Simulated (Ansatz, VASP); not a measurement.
**Al2O3 in VASP and in Ansatz**

Contents of POSCAR:

```
Al2O3
1.0
    4.6137770000      0.0000000000      0.0000000000
    0.0000000000      9.5632790000      0.0000000000
    0.0000000000      0.0000000000      3.1198620000
Al O
4 6
Direct
    0.9829750000      0.8245730000      0.0000000000
    0.0170250000      0.1754270000      0.0000000000
    0.4829750000      0.6754270000      0.5000000000
    0.5170250000      0.3245730000      0.5000000000
    0.5000000000      0.5000000000      0.5000000000
    0.1236350000      0.7530500000      0.5000000000
    0.3763650000      0.2530500000      0.0000000000
    0.6236350000      0.7469500000      0.0000000000
    0.0000000000      0.0000000000      0.0000000000
    0.8763650000      0.2469500000      0.5000000000
```

File INCAR.step1:

```
PREC = Accurate
ENCUT = 520
ISMEAR = -1
SIGMA = 0.05
LREAL = False
LASPH = True
NELM = 60
NBANDS = 35
GGA = PE
ALGO = Normal
EDIFF = 1E-4
LWAVE = True
LCHARG = False
```

The input INCAR.step2:

```
PREC = Accurate
ENCUT = 520
EDIFF = 1E-6
ISMEAR = -1
SIGMA = 0.05
LREAL = False
LASPH = True
NELM = 60
ALGO = Normal
ISIF = 2
LWAVE = False
LCHARG = False
METAGGA = R2SCAN
LMIXTAU = True
NBANDS = 35
ISTART = 1
```

KPOINTS

```
Automatic mesh
0
Gamma
  5 3 7
```

Contents of input.yaml:

```yaml
crystal:
  lattice:
    - [4.613777, 0.0, 0.0]
    - [0.0, 9.563279, 0.0]
    - [0.0, 0.0, 3.119862]
  atoms:
    - { symbol: Al, position: [0.982975, 0.824573, 0.0] }
    - { symbol: Al, position: [0.017025, 0.175427, 0.0] }
    - { symbol: Al, position: [0.482975, 0.675427, 0.5] }
    - { symbol: Al, position: [0.517025, 0.324573, 0.5] }
    - { symbol: O, position: [0.5, 0.5, 0.5] }
    - { symbol: O, position: [0.123635, 0.75305, 0.5] }
    - { symbol: O, position: [0.376365, 0.25305, 0.0] }
    - { symbol: O, position: [0.623635, 0.74695, 0.0] }
    - { symbol: O, position: [0.0, 0.0, 0.0] }
    - { symbol: O, position: [0.876365, 0.24695, 0.5] }
hamiltonian:
  xc: r2scan
  pseudopotentials: { kind: paw }
kpoints:
  mp_grid: { grid: [5, 3, 7] }
  band_path:
    path:
      - [[0.0, 0.0, 0.0], [0.0, 0.0, 0.5], [0.5, 0.0, 0.5], [0.5, 0.0, 0.0], [0.0, 0.0, 0.0], [0.0, 0.5, 0.0], [0.0, 0.5, 0.5], [0.5, 0.5, 0.5], [0.5, 0.5, 0.0], [0.0, 0.5, 0.0]]
      - [[0.5, 0.0, 0.0], [0.5, 0.5, 0.0]]
      - [[0.0, 0.5, 0.5], [0.0, 0.0, 0.5]]
      - [[0.5, 0.0, 0.5], [0.5, 0.5, 0.5]]
    npoints: 10
scf:
  occupations: { method: fermi_dirac, width: 0.05 }
  n_extra_bands: 25
output:
  forces: true
  stress: true
  eigenvalues: true
  fatbands: true
```

Alike in both runs: functional r2SCAN; k mesh 5 × 3 × 7; occupations fermi-dirac, width 0.05 eV; no spin polarisation.

|  | VASP | Ansatz |
| --- | --- | --- |
| version | VASP 6.6.1 | Ansatz 0.2.0 |
| potentials or method | VASP PAW PBE potentials, release 64 (Al, O) | Ansatz PAW |
| plane-wave cutoff (eV) | 520 | 500 |
| valence electrons in the cell | 48 | 48 |
| task | single point | band structure |

VASP gave:

* gap on the k mesh at the Fermi level (eV): 4.11
* least direct gap on the mesh (eV): 4.11
* pressure (GPa): -4.2
* traceless stress, the component that is largest in VASP (GPa): -3.54
* rms of the force components (eV/Å): 0.090

What did Ansatz give for the same quantities?

gap on the k mesh at the Fermi level (eV): 4.12; least direct gap on the mesh (eV): 4.12; pressure (GPa): -4.1; traceless stress, the component that is largest in VASP (GPa): -3.34; rms of the force components (eV/Å): 0.083.

VASP's potentials were made for PBE, not for r2SCAN. Atom by atom the forces differ by 0.021 eV/Å (rms over components).
